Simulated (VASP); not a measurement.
## Zr: single point with LDA

Zr:

```
Zr
1.0
     0.00000    2.80045    2.80045
     2.80045    0.00000    2.80045
     2.80045    2.80045    0.00000
Zr
2
Direct
  0.87500 0.87500 0.87500
  0.12500 0.12500 0.12500
```

* Program: VASP 6.6.1
* Task: single point
* Functional: LDA
* Potentials or basis: VASP PAW LDA potentials, release 64 (Zr_sv)
* Cutoff: 520 eV
* k mesh: 12 × 12 × 12
* Occupations: fermi-dirac, width 0.1 eV
* Spin: no spin polarisation
* Dipole correction: no
* Further INCAR settings: ALGO = Normal; EDIFF = 1e-06; NBANDS = 19

* Pressure: 15.4 GPa
* Band gap on the k mesh: zero (band 12 reaches 9.50 eV, above the bottom of band 13 at 8.40 eV)

Levels at points of the mesh, in eV from the Fermi level:
```tsv
k point	band 10	band 11	band 12	band 13	band 14	band 15
(0.00, 0.00, 0.00)	-1.85	-1.85	-0.01	-0.01	-0.01	2.97
(0.50, 0.00, 0.00)	-1.61	-1.61	-1.42	-0.58	-0.58	1.86
(0.50, 0.50, 0.00)	-3.14	-0.54	-0.54	1.71	1.71	1.81
```

Run time: 23 s on 1 thread of Intel(R) Xeon(R) 6975P-C (Granite Rapids) (shared host), peak memory 0.18 GiB.
